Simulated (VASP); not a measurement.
# SnSe (I4/mmm) in VASP: notebook

SnSe is run at these levels: LDA; tasks: single point.

All numbers are computed with VASP 6.6.1; they aren't measurements. Logs are shortened: lines on timing, memory, paths and dates and some standing lists are left out, and cuts for length are marked.

## 1. The cell of the first run

It takes space group I4/mmm (No. 139, tetragonal). Conventional cell: a = 4.257 Å, b = 4.257 Å, c = 6.201 Å, α = 90.00°, β = 90.00°, γ = 90.00°. Within 4.0 Å of Sn (site symmetry 4/mmm) lie 6 Se at 3.01 to 3.10 Å. Within 4.0 Å of Se (site symmetry 4/mmm) lie 6 Sn at 3.01 to 3.10 Å.

## 2. Single point, LDA (zz strain of +3 %)

Contents of INCAR:

```
SYSTEM = SnSe
PREC = Accurate
ENCUT = 520
EDIFF = 1E-6
ISMEAR = -1
SIGMA = 0.02
LREAL = .False.
LASPH = .True.
NELM = 100
ALGO = Normal
ISIF = 2
LWAVE = .False.
LCHARG = .False.
NBANDS = 17
```

Contents of KPOINTS:

```
Automatic mesh
0
Gamma
  9 9 9
  0 0 0
```

Contents of POSCAR:

```
SnSe
1.0
    0.0000000000      3.0100000000      3.1003000000
    3.0100000000      0.0000000000      3.1003000000
    3.0100000000      3.0100000000      0.0000000000
Sn Se
1 1
Direct
    0.0000000000      0.0000000000      0.0000000000
    0.5000000000      0.5000000000      0.5000000000
```

Potentials or basis: VASP PAW LDA potentials, release 64 (Sn_d, Se).

Launch:

```console
cat potpaw_LDA.64/Sn_d/POTCAR potpaw_LDA.64/Se/POTCAR > POTCAR
mpirun -np 1 vasp_std > vasp.out
```

OUTCAR:

```text
SYSTEM = SnSe
   PREC = Accurate
   ENCUT = 520
   EDIFF = 1E-6
   ISMEAR = -1
   LREAL = .False.
   LASPH = .True.
   NELM = 100
   ISIF = 2

 ion  position               nearest neighbor table
   1  0.000  0.000  0.000-   2 3.01   2 3.01   2 3.01   2 3.01   2 3.10   2 3.10
   2  0.500  0.500  0.500-   1 3.01   1 3.01   1 3.01   1 3.01   1 3.10   1 3.10

  LATTYP: Found a body centered tetragonal cell.
 ALAT       =     4.2567828227
 C/A-ratio  =     1.4566399692

  Lattice vectors:

 A1 = (  -3.0100000000,   0.0000000000,   3.1003000000)
 A2 = (   3.0100000000,   0.0000000000,   3.1003000000)
 A3 = (   0.0000000000,   3.0100000000,  -3.1003000000)

Analysis of symmetry for initial positions (statically):
=====================================================================
 Subroutine PRICEL returns:
 Original cell was already a primitive cell.

 Routine SETGRP: Setting up the symmetry group for a
 body centered tetragonal supercell.

 Subroutine GETGRP returns: Found 16 space group operations
 (whereof 16 operations were pure point group operations)
 out of a pool of 16 trial point group operations.

The static configuration has the point symmetry D_4h.

Analysis of symmetry for dynamics (positions and initial velocities):
=====================================================================
 Subroutine PRICEL returns:
 Original cell was already a primitive cell.

 Routine SETGRP: Setting up the symmetry group for a
 body centered tetragonal supercell.

 Subroutine GETGRP returns: Found 16 space group operations
 (whereof 16 operations were pure point group operations)
 out of a pool of 16 trial point group operations.

The dynamic configuration has the point symmetry D_4h.

 Subroutine INISYM returns: Found 16 space group operations
 (whereof 16 operations are pure point group operations),
 and found     1 'primitive' translations

----------------------------------------------------------------------------------------

                                     Primitive cell

  volume of cell :      56.1781

  direct lattice vectors                    reciprocal lattice vectors
     0.000000000  3.010000000  3.100300000    -0.166112957  0.166112957  0.161274715
     3.010000000  0.000000000  3.100300000     0.166112957 -0.166112957  0.161274715
     3.010000000  3.010000000  0.000000000     0.166112957  0.166112957 -0.161274715

  length of vectors
     4.321106350  4.321106350  4.256782823     0.284950106  0.284950106  0.284950106

  position of ions in fractional coordinates (direct lattice)
     0.000000000  0.000000000  0.000000000
     0.500000000  0.500000000  0.500000000

  ion indices of the primitive-cell ions
   primitive index   ion index
                 1           1
                 2           2

----------------------------------------------------------------------------------------

 KPOINTS: Automatic mesh

Automatic generation of k-mesh.
 Grid dimensions read from file:
 generate k-points for:    9    9    9

 Generating k-lattice:

  Cartesian coordinates                     Fractional coordinates (reciprocal lattice)
    -0.018456995  0.018456995  0.017919413     0.111111111  0.000000000  0.000000000
     0.018456995 -0.018456995  0.017919413     0.000000000  0.111111111  0.000000000
     0.018456995  0.018456995 -0.017919413    -0.000000000 -0.000000000  0.111111111

  Length of vectors
     0.031661123  0.031661123  0.031661123

  Shift w.r.t. Gamma in fractional coordinates (k-lattice)
     0.000000000  0.000000000  0.000000000

 Subroutine IBZKPT returns following result:
 ===========================================

 Found     75 irreducible k-points:

 Following reciprocal coordinates:
            Coordinates               Weight
  0.000000  0.000000  0.000000      1.000000
  0.111111  0.000000  0.000000      8.000000
  0.222222  0.000000  0.000000      8.000000
  0.333333 -0.000000  0.000000      8.000000
  0.444444  0.000000  0.000000      8.000000
  0.111111  0.111111  0.000000      2.000000
[... 16 lines left out ...]
 -0.333333  0.333333  0.000000      4.000000
  0.444444  0.444444  0.000000      2.000000
 [... further k-points ...]
   k-points           NKPTS =     75   k-points in BZ     NKDIM =     75   number of bands    NBANDS=     17
   number of dos      NEDOS =    301   number of ions     NIONS =      2
   total plane-waves  NPLWV =  32768
   dimension x,y,z NGX =    32 NGY =   32 NGZ =   32
   dimension x,y,z NGXF=    64 NGYF=   64 NGZF=   64
   ions per type =               1   1
   NGX,Y,Z   is equivalent  to a cutoff of  12.31, 12.31, 12.50 a.u.
   NGXF,Y,Z  is equivalent  to a cutoff of  24.62, 24.62, 24.99 a.u.
 SYSTEM =  SnSe
   PREC   = accura    normal or accurate (medium, high low for compatibility)
   ISTART =      0    job   : 0-new  1-cont  2-samecut
   ICHARG =      2    charge: 1-file 2-atom 10-const
   ISPIN  =      1    spin polarized calculation?
   LNONCOLLINEAR =      F non collinear calculations
   LSORBIT =      F    spin-orbit coupling
   LASPH  =      T    aspherical Exc in radial PAW
   ENCUT  =  520.0 eV  38.22 Ry    6.18 a.u.   8.03  8.03  7.91*2*pi/ulx,y,z
   NELM   =    100;   NELMIN=  2; NELMDL= -5     # of ELM steps
   EDIFF  = 0.1E-05   stopping-criterion for ELM
   LREAL  =      F    real-space projection
   EDIFFG = 0.1E-04   stopping-criterion for IOM
   NSW    =      0    number of steps for IOM
   IBRION =     -1    ionic relax: 0-MD 1-quasi-New 2-CG
   NFREE  =      0    steps in history (QN), initial steepest desc. (CG)
   ISIF   =      2    stress and relaxation
   ISYM   =      2    0-nonsym 1-usesym 2-fastsym
   POTIM  = 0.5000    time-step for ionic-motion
   TEBEG  =    0.0;   TEEND  =   0.0 temperature during run
   PSTRESS=    0.0 pullay stress
   NELECT =      20.0000    total number of electrons
   NUPDOWN=      -1.0000    fix difference up-down
   EMIN   =  10.00;   EMAX   =-10.00  energy-range for DOS
   EFERMI =   0.00;   METHOD = LEGACY
   ISMEAR =    -1;   SIGMA  =   0.02  broadening in eV -4-tet -1-fermi 0-gaus
   EFERMI_NEDOS =   21; number of points for ismear=-14 and -15
   IALGO  =     38    algorithm
   IMIX   =      4    mixing-type and parameters
     AMIX     =   0.40;   BMIX     =  1.00
     AMIX_MAG =   1.60;   BMIX_MAG =  1.00
  volume/ion in A,a.u.               =      28.09       189.55
  Fermi-wavevector in a.u.,A,eV,Ry     =   1.160279  2.192610 18.316821  1.346248
  Thomas-Fermi vector in A             =   2.296864
   LORBIT       =      0    0 simple, 1 ext, 2 COOP (PROOUT), +10 PAW based schemes
   GGA     = CA    functional components
   LHFCALC =     F    Hartree Fock is set to
   AEXX    =    0.0000 exact exchange contribution
   IVDW    =     0    specifies the selected vdW correction
   LEPSILON=     F    determine dielectric tensor
   LRPA    =     F    only Hartree local field effects (RPA)
 non-spin polarized calculation
  energy-cutoff  :      520.00
  volume of cell :       56.18
 maximum number of plane-waves:      1528
   NGX = 17   NGY = 17   NGZ = 15

 number of electron      19.9999997 magnetization

 Free energy of the ion-electron system (eV)
  ---------------------------------------------------
  ext. energy  EPLUGINS =         0.00000000
  ---------------------------------------------------
  free energy    TOTEN  =        -9.42123418 eV

  energy without entropy =       -9.42123412  energy(sigma->0) =       -9.42123415

 E-fermi :   5.2911     XC(G=0):  -9.7500

 val. band max:        5.0482368630   @ k =  -0.3333   0.1111   0.0000
 cond. band min:       5.5478882980   @ k =  -0.3333   0.0000   0.1111
 fundamental gap:      0.4996514350
 Fermi energy:         5.2911042758

 k-point     1 :       0.0000    0.0000    0.0000
  band No.  band energies     occupation
      1     -16.4119      2.00000
      2     -16.4069      2.00000
      3     -16.4069      2.00000
      4     -16.3979      2.00000
      5     -16.3979      2.00000
      6      -8.5769      2.00000
[... 9 lines left out ...]
     16      11.0676      0.00000
     17      12.8997      0.00000

 k-point     2 :       0.1111    0.0000    0.0000
  band No.  band energies     occupation
      1     -16.4122      2.00000
      2     -16.4065      2.00000
      3     -16.4061      2.00000
      4     -16.3984      2.00000
      5     -16.3969      2.00000
      6      -8.4946      2.00000
[... 9 lines left out ...]
     16      11.3401      0.00000
     17      13.6333      0.00000

 k-point     3 :       0.2222    0.0000    0.0000
  band No.  band energies     occupation
      1     -16.4134      2.00000
      2     -16.4053      2.00000
      3     -16.4052      2.00000
      4     -16.3985      2.00000
      5     -16.3941      2.00000
      6      -8.2679      2.00000
[... 9 lines left out ...]
     16      12.0640      0.00000
     17      15.2573      0.00000

 k-point     4 :       0.3333   -0.0000    0.0000
  band No.  band energies     occupation
      1     -16.4152      2.00000
      2     -16.4063      2.00000
      3     -16.4042      2.00000
      4     -16.3964      2.00000
      5     -16.3905      2.00000
      6      -7.9674      2.00000
[... 9 lines left out ...]
     16      13.2170      0.00000
     17      16.5097      0.00000

 k-point     5 :       0.4444    0.0000    0.0000
  band No.  band energies     occupation
      1     -16.4164      2.00000
      2     -16.4077      2.00000
      3     -16.4035      2.00000
      4     -16.3945      2.00000
      5     -16.3880      2.00000
      6      -7.7355      2.00000
[... 9 lines left out ...]
     16      14.7628      0.00000
     17      15.3838      0.00000

 k-point     6 :       0.1111    0.1111    0.0000
  band No.  band energies     occupation
      1     -16.4139      2.00000
      2     -16.4052      2.00000
      3     -16.4052      2.00000
      4     -16.3985      2.00000
      5     -16.3972      2.00000
      6      -8.4737      2.00000
[... 9 lines left out ...]
     16      11.8109      0.00000
     17      13.6221      0.00000

 k-point     7 :       0.2222    0.1111    0.0000
  band No.  band energies     occupation
      1     -16.4159      2.00000
      2     -16.4036      2.00000
      3     -16.4035      2.00000
      4     -16.3979      2.00000
      5     -16.3966      2.00000
      6      -8.3010      2.00000
[... 9 lines left out ...]
     16      12.5724      0.00000
     17      14.5889      0.00000

 k-point     8 :       0.3333    0.1111    0.0000
  band No.  band energies     occupation
      1     -16.4177      2.00000
      2     -16.4038      2.00000
      3     -16.4024      2.00000
      4     -16.3952      2.00000
      5     -16.3950      2.00000
      6      -8.0261      2.00000
[... 9 lines left out ...]
     16      13.6547      0.00000
     17      16.4291      0.00000
[... 203 lines left out ...]
      1     -16.4153      2.00000
      2     -16.4047      2.00000
      3     -16.4031      2.00000
      4     -16.4005      2.00000
      5     -16.3884      2.00000
      6      -7.8552      2.00000
[... 9 lines left out ...]
     16      14.2178      0.00000
     17      15.4282      0.00000

 k-point    20 :       0.3333    0.3333    0.0000
  band No.  band energies     occupation
      1     -16.4275      2.00000
      2     -16.4019      2.00000
      3     -16.3959      2.00000
      4     -16.3959      2.00000
      5     -16.3934      2.00000
      6      -7.8278      2.00000
[... 9 lines left out ...]
     16      15.6741      0.00000
     17      15.7381      0.00000

 k-point    21 :       0.4444    0.3333    0.0000
  band No.  band energies     occupation
      1     -16.4296      2.00000
      2     -16.4013      2.00000
      3     -16.3954      2.00000
      4     -16.3946      2.00000
      5     -16.3925      2.00000
      6      -7.6484      2.00000
[... 9 lines left out ...]
     16      16.1534      0.00000
     17      16.7086      0.00000

 k-point    22 :      -0.4444    0.3333    0.0000
  band No.  band energies     occupation
      1     -16.4280      2.00000
      2     -16.3981      2.00000
      3     -16.3968      2.00000
      4     -16.3957      2.00000
      5     -16.3933      2.00000
      6      -7.5210      2.00000
[... 9 lines left out ...]
     16      15.6007      0.00000
     17      17.2466      0.00000

 k-point    23 :      -0.3333    0.3333    0.0000
  band No.  band energies     occupation
      1     -16.4238      2.00000
      2     -16.3993      2.00000
      3     -16.3988      2.00000
      4     -16.3956      2.00000
      5     -16.3933      2.00000
      6      -7.5171      2.00000
[... 9 lines left out ...]
     16      14.3054      0.00000
     17      16.0647      0.00000

 k-point    24 :       0.4444    0.4444    0.0000
  band No.  band energies     occupation
      1     -16.4334      2.00000
      2     -16.4031      2.00000
      3     -16.3926      2.00000
      4     -16.3926      2.00000
      5     -16.3921      2.00000
      6      -7.5600      2.00000
[... 9 lines left out ...]
     16      16.4816      0.00000
     17      17.6885      0.00000

 [... further k-points ...]

------------------------ aborting loop because EDIFF is reached ----------------------------------------

  FORCE on cell =-STRESS in cart. coord.  units (eV):
  Direction    XX          YY          ZZ          XY          YZ          ZX
  --------------------------------------------------------------------------------------
  -------------------------------------------------------------------------------------
  Total       -1.2036808     -1.2036808     -2.1377279      0.0000000     -0.0000000      0.0000000
  in kB      -34.3285290    -34.3285290    -60.9672062      0.0000000     -0.0000000      0.0000000
  external PRESSURE =     -43.2080880 kB  Pullay stress =       0.0000000 kB

 VOLUME and BASIS-vectors are now :
 -----------------------------------------------------------------------------
  energy-cutoff  :      520.00
  volume of cell :       56.18
      direct lattice vectors                 reciprocal lattice vectors
     0.000000000  3.010000000  3.100300000    -0.166112957  0.166112957  0.161274715
     3.010000000  0.000000000  3.100300000     0.166112957 -0.166112957  0.161274715
     3.010000000  3.010000000  0.000000000     0.166112957  0.166112957 -0.161274715

 POSITION                                       TOTAL-FORCE (eV/Angst)
 -----------------------------------------------------------------------------------
      0.00000      0.00000      0.00000         0.000000     -0.000000     -0.000000
      3.01000      3.01000      3.10030        -0.000000      0.000000      0.000000
 -----------------------------------------------------------------------------------
    total drift:                                0.000000     -0.000000     -0.000000

  FREE ENERGIE OF THE ION-ELECTRON SYSTEM (eV)
  ---------------------------------------------------
  free  energy   TOTEN  =        -9.4212341824 eV

  energy  without entropy=       -9.4212341179  energy(sigma->0) =       -9.42123415
```

Wall time 15 s (1 thread of Intel Xeon 6975P-C (Granite Rapids), shared host); peak memory 0.2 GiB.

What came out:

| Quantity | Value |
| --- | --- |
| Free energy | -9.4212 eV |
| Pressure | -4.3 GPa |
| Band gap on the k mesh | 0.50 eV, indirect (least direct gap 0.57 eV) |

Caveat: the cell differs from its parent crystal (zz strain of +3 %); spin-orbit coupling is left out, which moves the levels of the heavy elements. A k mesh can miss the band edges.

[end of part 1 of 2]
